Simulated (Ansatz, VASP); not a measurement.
Ag: VASP beside Ansatz

INCAR

```
PREC     = Accurate       # precision mode
ENCUT    = 520            # plane-wave cutoff, eV
EDIFF    = 1E-6           # SCF threshold, eV
ISMEAR   = 0              # smearing method
SIGMA    = 0.1            # smearing width, eV
LREAL    = F              # projectors in reciprocal space
LASPH    = T              # aspherical terms in the spheres
NELM     = 80             # most SCF steps
ALGO     = Fast           # electronic algorithm
ISIF     = 2              # what is computed and relaxed
LWAVE    = F              # write WAVECAR
LCHARG   = F              # write CHGCAR
GGA      = PS             # functional
NBANDS   = 18             # bands
```

File KPOINTS:

```
Automatic mesh
0
Gamma
  24 24 12
```

Contents of POSCAR:

```
Ag
1.0
    2.8669917939      0.0000000000      0.0000000000
   -1.4334958970      2.4828877260      0.0000000000
    0.0000000000      0.0000000000      4.6908332209
Ag
2
Direct
    0.3333333333      0.6666666667      0.2500000000
    0.6666666667      0.3333333333      0.7500000000
```

Input for Ansatz:

```yaml
crystal:
  lattice:
    - [2.8669917747, 0.0, 0.0]
    - [-1.4334958874, 2.4828877093, 0.0]
    - [0.0, 0.0, 4.6908332496]
  atoms:
    - { symbol: Ag, position: [0.3333333333, 0.6666666667, 0.25] }
    - { symbol: Ag, position: [0.6666666667, 0.3333333333, 0.75] }
basis:
  ecutwfc: 420
kpoints:
  mp_grid: { grid: [24, 24, 12] }
hamiltonian:
  xc: pbesol
scf:
  occupations: { method: gaussian, width: 0.1 }
output:
  forces: true
  stress: true
  eigenvalues: true
```

Alike in both runs: task single point; functional PBEsol; k mesh 24 × 24 × 12; occupations gaussian, width 0.1 eV; no spin polarisation.

|  | VASP | Ansatz |
| --- | --- | --- |
| version | VASP 6.6.1 | Ansatz 0.2.0 |
| potentials or method | VASP PAW PBE potentials, release 64 (Ag), cutoff 520 eV | scalar-relativistic, plane waves, PAW |
| valence electrons in the cell | 22 | 38 |

|  | VASP | Ansatz | Ansatz less VASP |
| --- | --- | --- | --- |
| gap on the k mesh at the Fermi level (eV) | none | none | - |
| pressure (GPa) | -0.4 | -0.1 | +0.30 |
| traceless stress, the component that is largest in VASP (GPa) | 0.27 | 0.28 | +0.006 |

VASP's potentials were made for PBE, not for PBEsol. A gap of «none» marks a metal or a gap that the smearing closes. VASP's potentials hold 22 valence electrons a cell and Ansatz's 38, so a difference there can come from the potentials and not from the codes.
